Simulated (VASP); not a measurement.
# MgO2 (R-3m) in VASP: notebook, part 2 of 2

VASP 6.6.1. Earlier steps stand in the parts before.

### Step 5. Single point, r2SCAN (strain +0.050 along x and y, -0.050 along z)

POSCAR

```
MgO2
1.0
    1.6849990668      0.9728346648      3.3192799312
   -1.6849990668      0.9728346648      3.3192799312
    0.0000000000     -1.9456693296      3.3192799312
Mg O
1 2
Direct
    0.0000000000      0.0000000000      0.0000000000
    0.4287860000      0.4287860000      0.4287860000
    0.5712140000      0.5712140000      0.5712140000
```

INCAR.step1

```
  ALGO = Normal
  EDIFF = 1E-4
  ENCUT = 520
  GGA = PE
  ISMEAR = 0
  LASPH = True
  LCHARG = False
  LREAL = False
  LWAVE = True
  NBANDS = 14
  NELM = 100
  PREC = Accurate
  SIGMA = 0.05
```

INCAR.step2

```
  ALGO = Normal
  EDIFF = 1E-7
  ENCUT = 520
  ISIF = 2
  ISMEAR = 0
  ISTART = 1
  LASPH = True
  LCHARG = True
  LELF = True
  LMIXTAU = True
  LREAL = False
  LVHAR = True
  LWAVE = False
  METAGGA = R2SCAN
  NBANDS = 14
  NELM = 100
  PREC = Accurate
  SIGMA = 0.05
```

KPOINTS

```
k-points
0
Gamma
  12 12 12
```

Potentials or basis: VASP PAW PBE potentials, release 64 (Mg, O).

Started as:

```bash
cat potpaw_PBE.64/Mg/POTCAR potpaw_PBE.64/O/POTCAR > POTCAR
cp INCAR.step1 INCAR
mpirun -np 1 vasp_std > vasp.out
cp INCAR.step2 INCAR
mpirun -np 1 vasp_std > vasp.out
```

OUTCAR:

```text
EDIFF = 1E-7
   ENCUT = 520
   ISIF = 2
   ISMEAR = 0
   ISTART = 1
   LASPH = True
   LREAL = False
   METAGGA = R2SCAN
   NELM = 100
   PREC = Accurate

 ion  position               nearest neighbor table
   1  0.000  0.000  0.000-   3 2.17   2 2.17   3 2.17   3 2.17   2 2.17   2 2.17
   2  0.429  0.429  0.429-   3 1.42   1 2.17   1 2.17   1 2.17
   3  0.571  0.571  0.571-   2 1.42   1 2.17   1 2.17   1 2.17

  LATTYP: Found a trigonal (rhomboedric) cell.
 ALAT       =     3.8474989801
 COS(alpha) =     0.6164055648

  Lattice vectors:

 A1 = (   1.6849990668,   0.9728346648,   3.3192799312)
 A2 = (  -1.6849990668,   0.9728346648,   3.3192799312)
 A3 = (   0.0000000000,  -1.9456693296,   3.3192799312)

Analysis of symmetry for initial positions (statically):
=====================================================================
 Subroutine PRICEL returns:
 Original cell was already a primitive cell.

 Routine SETGRP: Setting up the symmetry group for a
 trigonal (rhombohedral) supercell.

 Subroutine GETGRP returns: Found 12 space group operations
 (whereof 12 operations were pure point group operations)
 out of a pool of 12 trial point group operations.

The static configuration has the point symmetry D_3d.

Analysis of symmetry for dynamics (positions and initial velocities):
=====================================================================
 Subroutine PRICEL returns:
 Original cell was already a primitive cell.

 Routine SETGRP: Setting up the symmetry group for a
 trigonal (rhombohedral) supercell.

 Subroutine GETGRP returns: Found 12 space group operations
 (whereof 12 operations were pure point group operations)
 out of a pool of 12 trial point group operations.

The dynamic configuration has the point symmetry D_3d.

 Subroutine INISYM returns: Found 12 space group operations
 (whereof 12 operations are pure point group operations),
 and found     1 'primitive' translations

----------------------------------------------------------------------------------------

                                     Primitive cell

  volume of cell :      32.6463

  direct lattice vectors                    reciprocal lattice vectors
     1.684999067  0.972834665  3.319279931     0.296736069  0.171320650  0.100423387
    -1.684999067  0.972834665  3.319279931    -0.296736069  0.171320650  0.100423387
     0.000000000 -1.945669330  3.319279931     0.000000000 -0.342641299  0.100423387

  length of vectors
     3.847498980  3.847498980  3.847498980     0.357054501  0.357054501  0.357054501

  position of ions in fractional coordinates (direct lattice)
     0.000000000  0.000000000  0.000000000
     0.428786000  0.428786000  0.428786000
     0.571214000  0.571214000  0.571214000

  ion indices of the primitive-cell ions
   primitive index   ion index
                 1           1
                 2           2
                 3           3

----------------------------------------------------------------------------------------

 KPOINTS: k-points

Automatic generation of k-mesh.
 Grid dimensions read from file:
[... 47 lines left out ...]
   k-points           NKPTS =    189   k-points in BZ     NKDIM =    189   number of bands    NBANDS=     14
   number of dos      NEDOS =    301   number of ions     NIONS =      3
   total plane-waves  NPLWV =  27000
   dimension x,y,z NGX =    30 NGY =   30 NGZ =   30
   dimension x,y,z NGXF=    60 NGYF=   60 NGZF=   60
   ions per type =               1   2
   NGX,Y,Z   is equivalent  to a cutoff of  12.96, 12.96, 12.96 a.u.
   NGXF,Y,Z  is equivalent  to a cutoff of  25.93, 25.93, 25.93 a.u.
 SYSTEM =  unknown system
   PREC   = accura    normal or accurate (medium, high low for compatibility)
   ISTART =      1    job   : 0-new  1-cont  2-samecut
   ICHARG =      0    charge: 1-file 2-atom 10-const
   ISPIN  =      1    spin polarized calculation?
   LNONCOLLINEAR =      F non collinear calculations
   LSORBIT =      F    spin-orbit coupling
   LASPH  =      T    aspherical Exc in radial PAW
   ENCUT  =  520.0 eV  38.22 Ry    6.18 a.u.   7.15  7.15  7.15*2*pi/ulx,y,z
   NELM   =    100;   NELMIN=  2; NELMDL=  0     # of ELM steps
   EDIFF  = 0.1E-06   stopping-criterion for ELM
   LREAL  =      F    real-space projection
   EDIFFG = 0.1E-05   stopping-criterion for IOM
   NSW    =      0    number of steps for IOM
   IBRION =     -1    ionic relax: 0-MD 1-quasi-New 2-CG
   NFREE  =      0    steps in history (QN), initial steepest desc. (CG)
   ISIF   =      2    stress and relaxation
   ISYM   =      2    0-nonsym 1-usesym 2-fastsym
   POTIM  = 0.5000    time-step for ionic-motion
   TEBEG  =    0.0;   TEEND  =   0.0 temperature during run
   PSTRESS=    0.0 pullay stress
   NELECT =      14.0000    total number of electrons
   NUPDOWN=      -1.0000    fix difference up-down
   EMIN   =  10.00;   EMAX   =-10.00  energy-range for DOS
   EFERMI =   0.00;   METHOD = LEGACY
   ISMEAR =     0;   SIGMA  =   0.05  broadening in eV -4-tet -1-fermi 0-gaus
   EFERMI_NEDOS =   21; number of points for ismear=-14 and -15
   IALGO  =     38    algorithm
   IMIX   =      4    mixing-type and parameters
     AMIX     =   0.40;   BMIX     =  1.00
     AMIX_MAG =   1.60;   BMIX_MAG =  1.00
  volume/ion in A,a.u.               =      10.88        73.44
  Fermi-wavevector in a.u.,A,eV,Ry     =   1.234543  2.332948 20.736592  1.524096
  Thomas-Fermi vector in A             =   2.369229
   LORBIT       =      0    0 simple, 1 ext, 2 COOP (PROOUT), +10 PAW based schemes
   METAGGA = R2SCAN    functional components
   LHFCALC =     F    Hartree Fock is set to
   AEXX    =    0.0000 exact exchange contribution
   IVDW    =     0    specifies the selected vdW correction
   LEPSILON=     F    determine dielectric tensor
   LRPA    =     F    only Hartree local field effects (RPA)
 non-spin polarized calculation
 Gauss-broadening in eV      SIGMA  =   0.05
  energy-cutoff  :      520.00
  volume of cell :       32.65
 maximum number of plane-waves:       895
 NGX is ok and might be reduce to    30
   NGX = 15   NGY = 15   NGZ = 15

 number of electron      13.9999997 magnetization

 Free energy of the ion-electron system (eV)
  ---------------------------------------------------
  ext. energy  EPLUGINS =         0.00000000
  ---------------------------------------------------
  free energy    TOTEN  =       -21.24601641 eV

  energy without entropy =      -21.24601641  energy(sigma->0) =      -21.24601641

 E-fermi :   2.7961     XC(G=0): -10.4626

 val. band max:        2.4724116382   @ k =   0.5000   0.5000   0.0000
 cond. band min:       5.8518573927   @ k =   0.3333   0.3333   0.3333
 fundamental gap:      3.3794457545
 Fermi energy:         2.7961029680

 k-point     1 :       0.0000    0.0000    0.0000
  band No.  band energies     occupation
      1     -20.8135      2.00000
      2     -12.5824      2.00000
      3      -5.3846      2.00000
      4      -1.8031      2.00000
      5      -1.8031      2.00000
      6       1.5417      2.00000
      7       1.5417      2.00000
      8       6.4728      0.00000
      9       8.9118      0.00000
     10      15.9047      0.00000
     11      16.6644      0.00000
     12      16.6644      0.00000
     13      17.9915      0.00000
     14      18.6060      0.00000
[... 377 lines left out ...]
      1     -20.4381      2.00000
      2     -13.0492      2.00000
      3      -4.5478      2.00000
      4      -3.7055      2.00000
      5      -2.3314      2.00000
      6       1.0055      2.00000
      7       1.6235      2.00000
      8       8.2992      0.00000
      9      11.1378      0.00000
     10      12.0115      0.00000
     11      15.4013      0.00000
     12      17.4527      0.00000
     13      18.1551      0.00000
     14      19.0289      0.00000

 [... further k-points ...]

------------------------ aborting loop because EDIFF is reached ----------------------------------------

  FORCE on cell =-STRESS in cart. coord.  units (eV):
  Direction    XX          YY          ZZ          XY          YZ          ZX
  --------------------------------------------------------------------------------------
  -------------------------------------------------------------------------------------
  Total       -3.4562484     -3.4562484      4.1784911      0.0000000      0.0000000      0.0000000
  in kB     -169.6218136   -169.6218136    205.0672150      0.0000000      0.0000000      0.0000000
  external PRESSURE =     -44.7254707 kB  Pullay stress =       0.0000000 kB

 VOLUME and BASIS-vectors are now :
 -----------------------------------------------------------------------------
  energy-cutoff  :      520.00
  volume of cell :       32.65
      direct lattice vectors                 reciprocal lattice vectors
     1.684999067  0.972834665  3.319279931     0.296736069  0.171320650  0.100423387
    -1.684999067  0.972834665  3.319279931    -0.296736069  0.171320650  0.100423387
     0.000000000 -1.945669330  3.319279931     0.000000000 -0.342641299  0.100423387

 POSITION                                       TOTAL-FORCE (eV/Angst)
 -----------------------------------------------------------------------------------
      0.00000      0.00000      0.00000        -0.000000     -0.000000     -0.000000
      0.00000      0.00000      4.26978         0.000000      0.000000     -2.518003
      0.00000      0.00000      5.68806         0.000000     -0.000000      2.518003
 -----------------------------------------------------------------------------------
    total drift:                                0.000000     -0.000000      0.000000

  FREE ENERGIE OF THE ION-ELECTRON SYSTEM (eV)
  ---------------------------------------------------
  free  energy   TOTEN  =       -21.2460164101 eV

  energy  without entropy=      -21.2460164101  energy(sigma->0) =      -21.24601641
```

It took 9.4 min on 1 thread of Intel Xeon 8259CL, shared host; peak memory 0.23 GiB.

Results:

```yaml
Free_energy: -21.2460 eV
Pressure: -4.5 GPa
Largest_force: 2.518 eV/Å
Band_gap_on_the_k_mesh: 3.38 eV (least direct gap 3.61 eV)
```

Forces on the atoms (eV/Å):
```
Mg   0.000  0.000  0.000
O    0.000  0.000 -2.518
O    0.000  0.000  2.518
```

Caveat: the cell differs from its parent crystal (strain +0.050 along x and y, -0.050 along z); the cell stands under tension; the PAW data sets were made with another functional, which shifts forces and pressure a little.

### Step 6. Overview

| cell | gap on the mesh (eV) | pressure (GPa) | largest force (eV/Å) |
| --- | --- | --- | --- |
| a = 3.824 Å, angles 50.9°, 3 atoms | 3.65 | -0.2 | 2.24 |
| a = 3.900 Å, angles 49.9°, 3 atoms | 3.49 | -5.6 | 1.16 |
| a = 4.032 Å, angles 46.9°, 3 atoms | 2.41 | -9.9 | 0.55 |
| a = 3.847 Å, angles 51.9°, 3 atoms | 3.38 | -4.5 | 2.52 |

Alike in all rows: task single point; level r2SCAN; potentials or basis VASP PAW PBE potentials, release 64 (Mg, O); no spin polarisation; k mesh 12 × 12 × 12; cutoff (eV) 520; smearing gaussian 0.05 eV.

Caveats: the PAW data sets were made with another functional, which shifts forces and pressure a little; the cell stands under tension (at least some runs).

Absolute energies hang on the potentials; compare differences alone.
